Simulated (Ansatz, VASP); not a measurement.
Two plane-wave programs on MnO

```
CELL_PARAMETERS angstrom
0.00000 2.22391 2.22391
2.22391 0.00000 2.22391
2.22391 2.22391 0.00000
ATOMIC_POSITIONS crystal
Mn 0.00000 0.00000 0.00000
O 0.50000 0.50000 0.50000
```

Alike in both runs: task single point; functional PBEsol; k mesh 10 × 10 × 10; occupations fermi-dirac, width 0.05 eV; collinear spin.

|  | VASP | Ansatz |
| --- | --- | --- |
| version | VASP 6.6.1 | Ansatz 0.2.0 |
| potentials or method | VASP PAW PBE potentials, release 64 (Mn_pv, O) | Ansatz PAW |
| plane-wave cutoff (eV) | 520 | 420 |
| valence electrons in the cell | 19 | 21 |

VASP gave:

```
gap on the k mesh at the Fermi level (eV)                     : none
pressure (GPa)                                                : -6.9
net moment per atom (μB)                                      : 2.38
size of the moment on the site where the two differ most (μB) : 4.32
```

Problem. Which values does Ansatz return?

Solution. gap on the k mesh at the Fermi level (eV): none; pressure (GPa): -7.2; net moment per atom (μB): 2.38; size of the moment on the site where the two differ most (μB): 4.03.

VASP's potentials were made for PBE, not for PBEsol. Site moments also hang on the region over which each program counts them. A gap of «none» marks a metal or a gap that the smearing closes. With one functional, cell and mesh, what is left measures potentials, basis and numerics. VASP's potentials hold 19 valence electrons a cell and Ansatz's 21, so a difference there can come from the potentials and not from the codes.
